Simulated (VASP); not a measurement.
Here is a VASP 6.6.1 calculation.

File POSCAR:

```
MgO
1.0
    2.9183020482      0.0000000000      0.0000000000
   -1.4591510241      2.5273237096      0.0000000000
    0.0000000000      0.0000000000      2.6616950286
Mg O
1 1
Direct
    0.0000000000      0.0000000000      0.0000000000
    0.3333333333      0.6666666667      0.5000000000
```

INCAR.step1

```
ALGO = Normal
EDIFF = 1E-5
ENCUT = 520
GGA = PE
ISIF = 2
ISMEAR = -1
LASPH = True
LREAL = False
LWAVE = True
NBANDS = 11
NELM = 60
PREC = Accurate
SIGMA = 0.05
```

The input INCAR.step2:

```
ALGO = Normal
EDIFF = 1E-6
ENCUT = 520
GGA = PE
HFSCREEN = 0.2079
ISIF = 2
ISMEAR = -1
ISTART = 1
LASPH = True
LCHARG = True
LELF = True
LHFCALC = True
LREAL = False
LVHAR = True
LWAVE = False
NBANDS = 11
NELM = 60
PREC = Accurate
PRECFOCK = Normal
SIGMA = 0.05
```

KPOINTS

```
k-points
0
Gamma
  6 6 6
```

Potentials or basis: VASP PAW PBE potentials, release 64 (Mg, O).

Command:

```bash
$ cat potpaw_PBE.64/Mg/POTCAR potpaw_PBE.64/O/POTCAR > POTCAR
$ cp INCAR.step1 INCAR
$ mpirun -np 1 vasp_std > vasp.out
$ cp INCAR.step2 INCAR
$ mpirun -np 1 vasp_std > vasp.out
```

Problem. Estimate the band gap on the k mesh.

Solution. 4.72 eV, indirect (least direct gap 5.16 eV).

Problem. What does it give for the pressure?

Solution. -3.2 GPa.

Stress tensor (GPa, compression positive):
```
-2.98  0.00  0.00
 0.00 -2.98  0.00
 0.00  0.00 -3.71
```

Caveat: the PAW data sets were made with another functional, which shifts forces and pressure a little. A k mesh can miss the band edges.
